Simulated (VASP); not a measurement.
Wanted: the native input for a VASP 6.6.1 run.

```yaml
Task: single point
Functional: PBE
Potentials_or_basis: VASP PAW PBE potentials, release 64 (Bi_d)
Cutoff: 520 eV
k_mesh: 13 × 13 × 7
Occupations: fermi-dirac, width 0.08 eV
Spin: no spin polarisation
Dipole_correction: no
Further_INCAR_settings: ALGO = Normal; EDIFF = 1e-07; NBANDS = 22
```

The structure of Bi lies in POSCAR:

```
Bi
1.0
    3.4738571903      0.0000000000      0.0000000000
   -1.7369285952      3.0084485759      0.0000000000
    0.0000000000      0.0000000000      5.4982449800
Bi
2
Direct
    0.3333333333      0.6666666667      0.2500000000
    0.6666666667      0.3333333333      0.7500000000
```

The input as run:

INCAR

```
SYSTEM = Bi
PREC = Accurate ; ENCUT = 520
EDIFF = 1E-7 ; ISMEAR = -1
SIGMA = 0.08 ; LREAL = .FALSE.
LASPH = .TRUE. ; NELM = 100
ALGO = Normal ; ISIF = 2
LWAVE = .FALSE. ; LCHARG = .TRUE.
GGA = PE ; LELF = .TRUE.
LVHAR = .TRUE. ; NBANDS = 22
```

KPOINTS

```
regular mesh
0
G
  13 13 7
  0 0 0
```

Potentials or basis: VASP PAW PBE potentials, release 64 (Bi_d).

Launch:

```bash
$ cat potpaw_PBE.64/Bi_d/POTCAR > POTCAR
$ mpirun -np 1 vasp_std > vasp.out
```

It gave:

```yaml
Pressure: 6.2 GPa
Band_gap_on_the_k_mesh: zero (band 15 reaches 13.06 eV, above the bottom of band 16 at 6.53 eV)
```

Caveat: spin-orbit coupling is left out, which moves the levels of the heavy elements.

Run time: 82 s on 1 thread of AMD EPYC 9R14 (Zen 4) (shared host), peak memory 0.19 GiB.
